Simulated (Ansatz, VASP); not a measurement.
BeS: VASP beside Ansatz

The input INCAR:

```
PREC     = Accurate       # precision mode
ENCUT    = 520            # plane-wave cutoff, eV
EDIFF    = 1E-6           # SCF threshold, eV
ISMEAR   = 0              # smearing method
SIGMA    = 0.05           # smearing width, eV
LREAL    = False          # projectors in reciprocal space
LASPH    = True           # aspherical terms in the spheres
NELM     = 80             # most SCF steps
ALGO     = Normal         # electronic algorithm
ISIF     = 2              # what is computed and relaxed
LWAVE    = False          # write WAVECAR
LCHARG   = False          # write CHGCAR
GGA      = PS             # functional
NBANDS   = 11             # bands
```

The input KPOINTS:

```
Automatic mesh
0
Gamma
  10 10 10
```

File POSCAR:

```
BeS
1.0
    0.0000000000      2.4835460586      2.4439540037
    2.4439540037      0.0000000000      2.4439540037
    2.4439540037      2.4835460586      0.0000000000
Be S
1 1
Direct
    0.0000000000      0.0000000000      0.0000000000
    0.7500000000      0.7500000000      0.7500000000
```

Input for Ansatz:

```yaml
crystal:
  lattice:
    - [0.0, 2.4835460586, 2.4439540037]
    - [2.4439540037, 0.0, 2.4439540037]
    - [2.4439540037, 2.4835460586, 0.0]
  atoms:
    - { symbol: Be, position: [0.0, 0.0, 0.0] }
    - { symbol: S, position: [0.75, 0.75, 0.75] }
basis:
  ecutwfc: 520.0
kpoints:
  mp_grid: { grid: [10, 10, 10] }
hamiltonian:
  xc: pbesol
scf:
  occupations: { method: gaussian, width: 0.05 }
output:
  forces: true
  stress: true
  eigenvalues: true
```

Alike in both runs: task single point; functional PBEsol; k mesh 10 × 10 × 10; occupations gaussian, width 0.05 eV; no spin polarisation.

```csv
,VASP,Ansatz
version,VASP 6.6.1,Ansatz 0.2.0
potentials or method,"VASP PAW PBE potentials, release 64 (Be, S), cutoff 520 eV","scalar-relativistic, plane waves, PAW"
valence electrons in the cell,8,8
```

Ansatz gave:

* gap on the k mesh at the Fermi level (eV): 2.94
* least direct gap on the mesh (eV): 5.35
* pressure (GPa): -4.2
* traceless stress, the component that is largest in VASP (GPa): -1.02

Q: What did VASP give for the same quantities?

A: gap on the k mesh at the Fermi level (eV): 2.95; least direct gap on the mesh (eV): 5.35; pressure (GPa): -4.0; traceless stress, the component that is largest in VASP (GPa): -1.01.

VASP's potentials were made for PBE, not for PBEsol.
